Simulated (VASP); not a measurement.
# Zn (Fm-3m) in VASP: a series of runs

Zn is run at these levels: RPBE; tasks: single point.

All numbers are computed with VASP 6.6.1; they aren't measurements. Logs are shortened: lines on timing, memory, paths and dates and some standing lists are left out, and cuts for length are marked.

**1. The cell of the first run**

The structure is cubic, space group Fm-3m (No. 225). Conventional cell: a = 3.824 Å, b = 3.824 Å, c = 3.824 Å, α = 90.00°, β = 90.00°, γ = 90.00°. Within 3.6 Å of Zn (site symmetry m-3m) lie 12 Zn at 2.70 Å.

**2. Single point, RPBE (volume scaled by 0.88)**

The input, INCAR:

```
PREC = Accurate
ENCUT = 520
EDIFF = 1E-6
ISMEAR = -1
SIGMA = 0.1
LREAL = False
LASPH = True
NELM = 80
ALGO = Normal
ISIF = 2
LWAVE = False
LCHARG = False
GGA = RP
NBANDS = 12
```

The input, KPOINTS:

```
regular mesh
0
Gamma
  15 15 15
```

The input, POSCAR:

```
Zn
1.0
    0.0000000000      1.9121298924      1.9121298924
    1.9121298924      0.0000000000      1.9121298924
    1.9121298924      1.9121298924      0.0000000000
Zn
1
Direct
    0.0000000000      0.0000000000      0.0000000000
```

Potentials or basis: VASP PAW PBE potentials, release 64 (Zn).

The run is started by

```bash
$ cat potpaw_PBE.64/Zn/POTCAR > POTCAR
$ mpirun -np 1 vasp_std > vasp.out
```

OUTCAR:

```text
PREC = Accurate
   ENCUT = 520
   EDIFF = 1E-6
   ISMEAR = -1
   LREAL = False
   LASPH = True
   NELM = 80
   ISIF = 2
   GGA = RP

 ion  position               nearest neighbor table
   1  0.000  0.000  0.000-

  LATTYP: Found a face centered cubic cell.
 ALAT       =     3.8242597848

  Lattice vectors:

 A1 = (   0.0000000000,   1.9121298924,   1.9121298924)
 A2 = (   1.9121298924,   0.0000000000,   1.9121298924)
 A3 = (   1.9121298924,   1.9121298924,   0.0000000000)

Analysis of symmetry for initial positions (statically):
=====================================================================
 Subroutine PRICEL returns:
 Original cell was already a primitive cell.

 Routine SETGRP: Setting up the symmetry group for a
 face centered cubic supercell.

 Subroutine GETGRP returns: Found 48 space group operations
 (whereof 48 operations were pure point group operations)
 out of a pool of 48 trial point group operations.

The static configuration has the point symmetry O_h .

Analysis of symmetry for dynamics (positions and initial velocities):
=====================================================================
 Subroutine PRICEL returns:
 Original cell was already a primitive cell.

 Routine SETGRP: Setting up the symmetry group for a
 face centered cubic supercell.

 Subroutine GETGRP returns: Found 48 space group operations
 (whereof 48 operations were pure point group operations)
 out of a pool of 48 trial point group operations.

The dynamic configuration has the point symmetry O_h .

 Subroutine INISYM returns: Found 48 space group operations
 (whereof 48 operations are pure point group operations),
 and found     1 'primitive' translations

----------------------------------------------------------------------------------------

                                     Primitive cell

  volume of cell :      13.9824

  direct lattice vectors                    reciprocal lattice vectors
     0.000000000  1.912129892  1.912129892    -0.261488512  0.261488512  0.261488512
     1.912129892  0.000000000  1.912129892     0.261488512 -0.261488512  0.261488512
     1.912129892  1.912129892  0.000000000     0.261488512  0.261488512 -0.261488512

  length of vectors
     2.704160027  2.704160027  2.704160027     0.452911388  0.452911388  0.452911388

  position of ions in fractional coordinates (direct lattice)
     0.000000000  0.000000000  0.000000000

  ion indices of the primitive-cell ions
   primitive index   ion index
                 1           1

----------------------------------------------------------------------------------------

 KPOINTS: regular mesh

Automatic generation of k-mesh.
 Grid dimensions read from file:
 generate k-points for:   15   15   15

 Generating k-lattice:

  Cartesian coordinates                     Fractional coordinates (reciprocal lattice)
    -0.017432567  0.017432567  0.017432567     0.066666667  0.000000000  0.000000000
     0.017432567 -0.017432567  0.017432567     0.000000000  0.066666667  0.000000000
     0.017432567  0.017432567 -0.017432567     0.000000000  0.000000000  0.066666667

  Length of vectors
     0.030194093  0.030194093  0.030194093

  Shift w.r.t. Gamma in fractional coordinates (k-lattice)
     0.000000000  0.000000000  0.000000000

 Subroutine IBZKPT returns following result:
 ===========================================

 Found    120 irreducible k-points:

 Following reciprocal coordinates:
            Coordinates               Weight
  0.000000  0.000000  0.000000      1.000000
  0.066667  0.000000  0.000000      8.000000
  0.133333  0.000000  0.000000      8.000000
  0.200000  0.000000  0.000000      8.000000
  0.266667  0.000000  0.000000      8.000000
  0.333333  0.000000  0.000000      8.000000
[... 16 lines left out ...]
  0.133333  0.133333  0.000000      6.000000
  0.200000  0.133333  0.000000     24.000000
 [... further k-points ...]
   k-points           NKPTS =    120   k-points in BZ     NKDIM =    120   number of bands    NBANDS=     12
   number of dos      NEDOS =    301   number of ions     NIONS =      1
   total plane-waves  NPLWV =   8000
   dimension x,y,z NGX =    20 NGY =   20 NGZ =   20
   dimension x,y,z NGXF=    40 NGYF=   40 NGZF=   40
   ions per type =               1
   NGX,Y,Z   is equivalent  to a cutoff of  12.30, 12.30, 12.30 a.u.
   NGXF,Y,Z  is equivalent  to a cutoff of  24.59, 24.59, 24.59 a.u.
 SYSTEM =  unknown system
   PREC   = accura    normal or accurate (medium, high low for compatibility)
   ISTART =      0    job   : 0-new  1-cont  2-samecut
   ICHARG =      2    charge: 1-file 2-atom 10-const
   ISPIN  =      1    spin polarized calculation?
   LNONCOLLINEAR =      F non collinear calculations
   LSORBIT =      F    spin-orbit coupling
   LASPH  =      T    aspherical Exc in radial PAW
   ENCUT  =  520.0 eV  38.22 Ry    6.18 a.u.   5.03  5.03  5.03*2*pi/ulx,y,z
   NELM   =     80;   NELMIN=  2; NELMDL= -5     # of ELM steps
   EDIFF  = 0.1E-05   stopping-criterion for ELM
   LREAL  =      F    real-space projection
   EDIFFG = 0.1E-04   stopping-criterion for IOM
   NSW    =      0    number of steps for IOM
   IBRION =     -1    ionic relax: 0-MD 1-quasi-New 2-CG
   NFREE  =      0    steps in history (QN), initial steepest desc. (CG)
   ISIF   =      2    stress and relaxation
   ISYM   =      2    0-nonsym 1-usesym 2-fastsym
   POTIM  = 0.5000    time-step for ionic-motion
   TEBEG  =    0.0;   TEEND  =   0.0 temperature during run
   PSTRESS=    0.0 pullay stress
   NELECT =      12.0000    total number of electrons
   NUPDOWN=      -1.0000    fix difference up-down
   EMIN   =  10.00;   EMAX   =-10.00  energy-range for DOS
   EFERMI =   0.00;   METHOD = LEGACY
   ISMEAR =    -1;   SIGMA  =   0.10  broadening in eV -4-tet -1-fermi 0-gaus
   EFERMI_NEDOS =   21; number of points for ismear=-14 and -15
   IALGO  =     38    algorithm
   IMIX   =      4    mixing-type and parameters
     AMIX     =   0.40;   BMIX     =  1.00
     AMIX_MAG =   1.60;   BMIX_MAG =  1.00
  volume/ion in A,a.u.               =      13.98        94.36
  Fermi-wavevector in a.u.,A,eV,Ry     =   1.555755  2.939951 32.931180  2.420373
  Thomas-Fermi vector in A             =   2.659650
   LORBIT       =      0    0 simple, 1 ext, 2 COOP (PROOUT), +10 PAW based schemes
   GGA     = RP    functional components
   LHFCALC =     F    Hartree Fock is set to
   AEXX    =    0.0000 exact exchange contribution
   IVDW    =     0    specifies the selected vdW correction
   LEPSILON=     F    determine dielectric tensor
   LRPA    =     F    only Hartree local field effects (RPA)
 non-spin polarized calculation
  energy-cutoff  :      520.00
  volume of cell :       13.98
 maximum number of plane-waves:       388
   NGX =  9   NGY =  9   NGZ =  9

 number of electron      12.0000016 magnetization

 Free energy of the ion-electron system (eV)
  ---------------------------------------------------
  ext. energy  EPLUGINS =         0.00000000
  ---------------------------------------------------
  free energy    TOTEN  =        -0.66952293 eV

  energy without entropy =       -0.66006151  energy(sigma->0) =       -0.66479222

 E-fermi :   3.8602     XC(G=0): -11.8765

 val. band max:        3.8030983193   @ k =  -0.4000   0.2667   0.0667
 cond. band min:       3.8694773240   @ k =   0.4667   0.0667   0.0000
 fundamental gap:      0.0663790046
 Fermi energy:         3.8602133671

 k-point     1 :       0.0000    0.0000    0.0000
  band No.  band energies     occupation
      1      -7.1852      2.00000
      2      -4.0096      2.00000
      3      -4.0096      2.00000
      4      -4.0096      2.00000
      5      -3.5682      2.00000
      6      -3.5682      2.00000
      7      23.2729      0.00000
      8      23.3382      0.00000
      9      23.3383      0.00000
     10      23.3383      0.00000
     11      25.9227      0.00000
     12      25.9227      0.00000

 k-point     2 :       0.0667    0.0000    0.0000
  band No.  band energies     occupation
      1      -7.0432      2.00000
      2      -4.0232      2.00000
      3      -3.9921      2.00000
      4      -3.9921      2.00000
      5      -3.5734      2.00000
      6      -3.5734      2.00000
      7      20.7409      0.00000
      8      22.8456      0.00000
      9      22.8457      0.00000
     10      23.2444      0.00000
     11      26.6608      0.00000
     12      26.6608      0.00000

 k-point     3 :       0.1333    0.0000    0.0000
  band No.  band energies     occupation
      1      -6.6265      2.00000
      2      -4.0509      2.00000
      3      -3.9502      2.00000
      4      -3.9502      2.00000
      5      -3.5797      2.00000
      6      -3.5797      2.00000
      7      17.2931      0.00000
      8      22.0274      0.00000
      9      22.0274      0.00000
     10      23.1005      0.00000
     11      28.2122      0.00000
     12      28.2122      0.00000
[... 286 lines left out ...]
 k-point    23 :       0.1333    0.1333    0.0000
  band No.  band energies     occupation
      1      -6.4416      2.00000
      2      -4.1295      2.00000
      3      -3.8901      2.00000
      4      -3.8901      2.00000
      5      -3.6634      2.00000
      6      -3.5172      2.00000
      7      19.3714      0.00000
      8      19.3714      0.00000
      9      20.4405      0.00000
     10      21.5199      0.00000
     11      24.9082      0.00000
     12      30.3174      0.00000

 k-point    24 :       0.2000    0.1333    0.0000
  band No.  band energies     occupation
      1      -5.9621      2.00000
      2      -4.1839      2.00000
      3      -3.8477      2.00000
      4      -3.8337      2.00000
      5      -3.6537      2.00000
      6      -3.4874      2.00000
      7      16.5280      0.00000
      8      18.4078      0.00000
      9      20.2750      0.00000
     10      22.2710      0.00000
     11      22.7758      0.00000
     12      30.3203      0.00000

 [... further k-points ...]

------------------------ aborting loop because EDIFF is reached ----------------------------------------

  FORCE on cell =-STRESS in cart. coord.  units (eV):
  Direction    XX          YY          ZZ          XY          YZ          ZX
  --------------------------------------------------------------------------------------
  -------------------------------------------------------------------------------------
  Total        0.9498623      0.9498623      0.9498623      0.0000000      0.0000000     -0.0000000
  in kB      108.8401284    108.8401284    108.8401284      0.0000000      0.0000000     -0.0000000
  external PRESSURE =     108.8401284 kB  Pullay stress =       0.0000000 kB

 VOLUME and BASIS-vectors are now :
 -----------------------------------------------------------------------------
  energy-cutoff  :      520.00
  volume of cell :       13.98
      direct lattice vectors                 reciprocal lattice vectors
     0.000000000  1.912129892  1.912129892    -0.261488512  0.261488512  0.261488512
     1.912129892  0.000000000  1.912129892     0.261488512 -0.261488512  0.261488512
     1.912129892  1.912129892  0.000000000     0.261488512  0.261488512 -0.261488512

 POSITION                                       TOTAL-FORCE (eV/Angst)
 -----------------------------------------------------------------------------------
      0.00000      0.00000      0.00000         0.000000      0.000000      0.000000
 -----------------------------------------------------------------------------------
    total drift:                                0.000000      0.000000      0.000000

  FREE ENERGIE OF THE ION-ELECTRON SYSTEM (eV)
  ---------------------------------------------------
  free  energy   TOTEN  =        -0.6695229297 eV

  energy  without entropy=       -0.6600615057  energy(sigma->0) =       -0.66479222
```

It took 18 s on 1 thread of Intel Xeon 8259CL, shared host; peak memory 0.13 GiB.

What came out:

* Free energy: -0.6695 eV
* Pressure: 10.9 GPa
* Band gap on the k mesh: zero (band 6 reaches 5.76 eV, above the bottom of band 7 at 2.77 eV)

Levels at points of the mesh, in eV from the Fermi level:
```csv
k point,band 3,band 4,band 5,band 6,band 7,band 8,band 9,band 10
"(0.00, 0.00, 0.00)",-7.87,-7.87,-7.43,-7.43,19.41,19.48,19.48,19.48
```

Caveat: the PAW data sets were made with another functional, which shifts forces and pressure a little.

**3. Single point, RPBE (volume scaled by 0.92)**

The input, INCAR:

```
SYSTEM = Zn
PREC = Accurate
ENCUT = 520
EDIFF = 1E-7
ISMEAR = -1
SIGMA = 0.1
LREAL = .False.
LASPH = .True.
NELM = 100
ALGO = Normal
ISIF = 2
LWAVE = .False.
LCHARG = .False.
GGA = RP
NBANDS = 12
```

The input, KPOINTS:

```
regular mesh
0
Gamma
  15 15 15
  0 0 0
```

The input, POSCAR:

```
Zn
1.0
    0.0000000000      1.9406733527      1.9406733527
    1.9406733527      0.0000000000      1.9406733527
    1.9406733527      1.9406733527      0.0000000000
Zn
1
Direct
    0.0000000000      0.0000000000      0.0000000000
```

Potentials or basis: VASP PAW PBE potentials, release 64 (Zn).

The run is started by

```bash
$ cat potpaw_PBE.64/Zn/POTCAR > POTCAR
$ mpirun -np 1 vasp_std > vasp.out
```

Wall time 22 s (1 thread of Intel Xeon 8259CL, shared host); peak memory 0.13 GiB.

Results (log left out):

```
Free energy            : -0.7032 eV
Pressure               : 6.3 GPa
Band gap on the k mesh : zero (band 6 reaches 5.37 eV, above the bottom of band 7 at 2.36 eV)
```

Levels at points of the mesh, in eV from the Fermi level:
```
           k point  band 3  band 4  band 5  band 6  band 7  band 8  band 9  band 10
(0.00, 0.00, 0.00)   -7.71   -7.71   -7.31   -7.31   18.87   18.87   18.87    19.10
```

Caveat: the PAW data sets were made with another functional, which shifts forces and pressure a little.

**4. Single point, RPBE (volume scaled by 0.96)**

The input, INCAR:

```
PREC = Accurate
ENCUT = 520
EDIFF = 1E-6
ISMEAR = -1
SIGMA = 0.1
LREAL = False
LASPH = True
NELM = 100
ALGO = Normal
ISIF = 2
LWAVE = False
LCHARG = True
GGA = RP
LELF = True
LVHAR = True
NBANDS = 12
```

The input, KPOINTS:

```
Automatic mesh
0
Gamma
  15 15 15
```

The input, POSCAR:

```
Zn
1.0
    0.0000000000      1.9684010039      1.9684010039
    1.9684010039      0.0000000000      1.9684010039
    1.9684010039      1.9684010039      0.0000000000
Zn
1
Direct
    0.0000000000      0.0000000000      0.0000000000
```

The run is started by

```bash
$ cat potpaw_PBE.64/Zn/POTCAR > POTCAR
$ mpirun -np 1 vasp_std > vasp.out
```

It took 21 s on 1 thread of Intel Xeon 8259CL, shared host; peak memory 0.15 GiB.

It converged, with:

| Quantity | Value |
| --- | --- |
| Free energy | -0.7212 eV |
| Pressure | 2.9 GPa |
| Band gap on the k mesh | zero (band 6 reaches 5.01 eV, above the bottom of band 7 at 1.99 eV) |

Levels at points of the mesh, in eV from the Fermi level:
```csv
k point,band 3,band 4,band 5,band 6,band 7,band 8,band 9,band 10
"(0.00, 0.00, 0.00)",-7.58,-7.58,-7.20,-7.20,18.29,18.29,18.29,18.80
```

Caveat: the PAW data sets were made with another functional, which shifts forces and pressure a little.

**5. The runs side by side**

```csv
cell,gap on the mesh (eV),pressure (GPa)
"a = 2.704 Å, angles 60.0°, 1 atom",none,10.9
"a = 2.745 Å, angles 60.0°, 1 atom",none,6.3
"a = 2.784 Å, angles 60.0°, 1 atom",none,2.9
```

Alike in all rows: task single point; level RPBE; potentials or basis VASP PAW PBE potentials, release 64 (Zn); no spin polarisation; k mesh 15 × 15 × 15; cutoff (eV) 520; smearing fermi-dirac 0.1 eV.

Caveats: the PAW data sets were made with another functional, which shifts forces and pressure a little.

Absolute energies hang on the potentials; compare differences alone.
